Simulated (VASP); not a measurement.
A run of VASP 6.6.1:

INCAR

```
  PREC = Accurate
  ENCUT = 520
  EDIFF = 1E-6
  ISMEAR = 0
  SIGMA = 0.1
  LREAL = False
  LASPH = True
  NELM = 100
  ALGO = Normal
  ISIF = 2
  LWAVE = False
  LCHARG = False
  GGA = PS
  NBANDS = 12
```

Contents of KPOINTS:

```
regular mesh
0
Gamma
  14 14 14
```

The input POSCAR:

```
Cu
1.0
   -1.4802851239      1.4802851239      1.4118397081
    1.4802851239     -1.4802851239      1.4118397081
    1.4802851239      1.4802851239     -1.4118397081
Cu
1
Direct
    0.0000000000      0.0000000000      0.0000000000
```

Potentials or basis: VASP PAW PBE potentials, release 64 (Cu).

The run is started by

```console
$ cat potpaw_PBE.64/Cu/POTCAR > POTCAR
$ mpirun -np 1 vasp_std > vasp.out
```

Hardware: 1 thread of AMD EPYC 7R13, on a shared host.

Task: How long does it take, and how much memory?

Result: Wall time 97 s on 1 thread of AMD EPYC 7R13, on a shared host, peak memory 0.12 GiB. Counts: scf iterations 12, k points 244.
